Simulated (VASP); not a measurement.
Set up this calculation in VASP 6.6.1, as the native input.

```yaml
Task: electric field gradients
Functional: LDA
Potentials_or_basis: VASP PAW LDA potentials, release 64 (Cd, Se)
Cutoff: 520 eV
k_mesh: 8 × 8 × 8
Occupations: fermi-dirac, width 0.03 eV
Spin: no spin polarisation
Dipole_correction: no
Further_INCAR_settings: ALGO = Normal; EDIFF = 1e-08; NBANDS = 16
```

The structure of CdSe lies in POSCAR:

```
CdSe
1.0
    0.0000000000      3.0804715101      3.0804715101
    3.0804715101      0.0000000000      3.0804715101
    3.0804715101      3.0804715101      0.0000000000
Cd Se
1 1
Direct
    0.0000000000      0.0000000000      0.0000000000
    0.2500000000      0.2500000000      0.2500000000
```

This cell differs from its parent crystal: volume scaled by 1.01.

These files were run (other wordings do the same):

INCAR

```
PREC     = Accurate       # precision mode
ENCUT    = 520            # plane-wave cutoff, eV
EDIFF    = 1E-8           # SCF threshold, eV
ISMEAR   = -1             # smearing method
SIGMA    = 0.03           # smearing width, eV
LREAL    = False          # projectors in reciprocal space
LASPH    = True           # aspherical terms in the spheres
NELM     = 80             # most SCF steps
ALGO     = Normal         # electronic algorithm
ISIF     = 2              # what is computed and relaxed
LWAVE    = False          # write WAVECAR
LCHARG   = False          # write CHGCAR
LEFG     = True         
NBANDS   = 16             # bands
```

KPOINTS

```
regular mesh
0
Gamma
  8 8 8
```

Potentials or basis: VASP PAW LDA potentials, release 64 (Cd, Se).

Run with:

```console
$ cat potpaw_LDA.64/Cd/POTCAR potpaw_LDA.64/Se/POTCAR > POTCAR
$ mpirun -np 1 vasp_std > vasp.out
```

It gave:

```json
{"Pressure": "-3.3 GPa", "Band gap on the k mesh": "0.28 eV, direct"}
```

Caveat: without QUAD_EFG the Cq values of the log hold for a quadrupole moment of 1 mb, not for the nuclei.

Wall time 21 s on 1 thread of Intel(R) Xeon(R) Platinum 8488C (Sapphire Rapids) (shared host), peak memory 0.17 GiB.
